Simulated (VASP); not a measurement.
The system is Li2ClF.

```xyz
4
Lattice="3.3431 0.0000 0.0000 0.0000 3.3431 0.0000 0.0000 0.0000 4.6013" Properties=species:S:1:pos:R:3 pbc="T T T"
F     0.0000    0.0000    0.0000
Li    0.0000    0.0000    2.3006
Li    1.6716    1.6716    0.0000
Cl    1.6716    1.6716    2.3006
```

Base run:

* Program: VASP 6.6.1
* Functional: r2SCAN
* Potentials or basis: VASP PAW PBE potentials, release 64 (F, Li_sv, Cl)
* Cutoff: 520 eV
* k mesh: 6 × 6 × 4
* Occupations: gaussian, width 0.01 eV
* Spin: no spin polarisation

Its results: band gap on the k mesh 7.30 eV.

The run is repeated on the same cell with these changes: functional from r2SCAN to PBE. What comes out?

Band gap on the k mesh 6.60 eV.

A k mesh can miss the band edges.
